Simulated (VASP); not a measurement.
Mg8HO8 (a cell with a defect): single point with PBE+D3(BJ)

Mg8HO8 (a cell with a defect):

```
Mg O H
1.0
     0.00000    4.26650    4.26650
     4.26650    0.00000    4.26650
     4.26650    4.26650    0.00000
Mg O H
8 8 1
Direct
  0.01763 0.98049 0.02189
  0.01775 0.98040 0.47959
  0.01011 0.49706 0.99627
  0.01774 0.52266 0.47965
  0.50977 0.98933 0.00027
  0.50330 0.99930 0.49857
  0.50976 0.50114 0.00029
  0.50974 0.50114 0.48847
  0.25381 0.24771 0.25125
  0.25384 0.24774 0.74696
  0.26848 0.74429 0.24341
  0.25380 0.75200 0.74695
  0.76053 0.24441 0.24737
  0.75479 0.24887 0.74802
  0.76053 0.74818 0.24737
  0.76057 0.74816 0.74361
  0.95421 0.18230 0.68147
```

| Quantity | Value |
| --- | --- |
| Program | VASP 6.6.1 |
| Task | single point |
| Functional | PBE |
| Dispersion | D3(BJ) |
| Potentials or basis | VASP PAW PBE potentials, release 64 (Mg, O, H) |
| Cutoff | 520 eV |
| k mesh | 3 × 3 × 3 |
| Occupations | gaussian, width 0.02 eV |
| Spin | no spin polarisation |
| Dipole correction | no |
| Charge | 1 |
| Further INCAR settings | LREAL = Auto; ALGO = Normal; EDIFF = 1e-07; NBANDS = 46; NELECT = 64.0 |

```
Largest force              : 0.134 eV/Å
Dispersion energy per atom : -0.275 eV
```

Forces on the atoms (eV/Å):
```
Mg  -0.003  0.032  0.003
Mg  -0.030  0.001  0.002
Mg   0.003 -0.003 -0.003
Mg  -0.001  0.001  0.031
Mg   0.001 -0.001 -0.015
Mg   0.001 -0.003 -0.001
Mg   0.014 -0.001 -0.001
Mg   0.001 -0.013 -0.001
O    0.004 -0.005 -0.004
O    0.004 -0.005 -0.004
O   -0.002  0.004  0.002
O    0.004 -0.006 -0.004
O    0.003 -0.003  0.000
O    0.075 -0.074 -0.076
O    0.000 -0.003 -0.003
O    0.002  0.000 -0.003
H   -0.077  0.077  0.078
```

Levels at points of the mesh, in eV from the Fermi level:
| k point | band 28 | band 29 | band 30 | band 31 | band 32 | band 33 | band 34 | band 35 | band 36 | band 37 |
| --- | --- | --- | --- | --- | --- | --- | --- | --- | --- | --- |
| (0.00, 0.00, 0.00) | -0.52 | -0.52 | -0.22 | -0.16 | -0.16 | 3.76 | 6.13 | 7.43 | 7.60 | 7.60 |

Run time: 2.2 min on 1 thread of Intel(R) Xeon(R) 6975P-C (Granite Rapids) (shared host), peak memory 0.35 GiB.

Caveat: the k points lie up to 0.43 Å⁻¹ apart; the cell carries a net charge on a neutralising background, which shifts energy and pressure; the cell is charged against a uniform background, so pressure and absolute levels hang on convention.
